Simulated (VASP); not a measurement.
Runs of VASP 6.6.1 on Na. The structure is that of space group Fm-3m (No. 225), or close to it. The cells are those of the table. This isn't the form of Na at room conditions, which is bcc.

```tsv
cell	gap on the mesh (eV)	pressure (GPa)
a = 2.755 Å, angles 60.0°, 1 atom	none	40.1
a = 2.865 Å, angles 60.0°, 1 atom	none	27.6
a = 3.542 Å, angles 60.0°, 1 atom	none	(a)
a = 3.064 Å, angles 60.0°, 1 atom	none	14.2
```

Alike in all rows: task single point; level PBE; potentials or basis VASP PAW PBE potentials, release 64 (Na_pv); no spin polarisation; k mesh 14 × 14 × 14; cutoff (eV) 520; smearing fermi-dirac 0.1 eV.

**Question.** Fill in the values left out.

**Answer.** (a) 1.7.

Caveats: the cell stands under pressure (at least some runs).

A gap of «none» marks levels without a gap at the run's occupations.
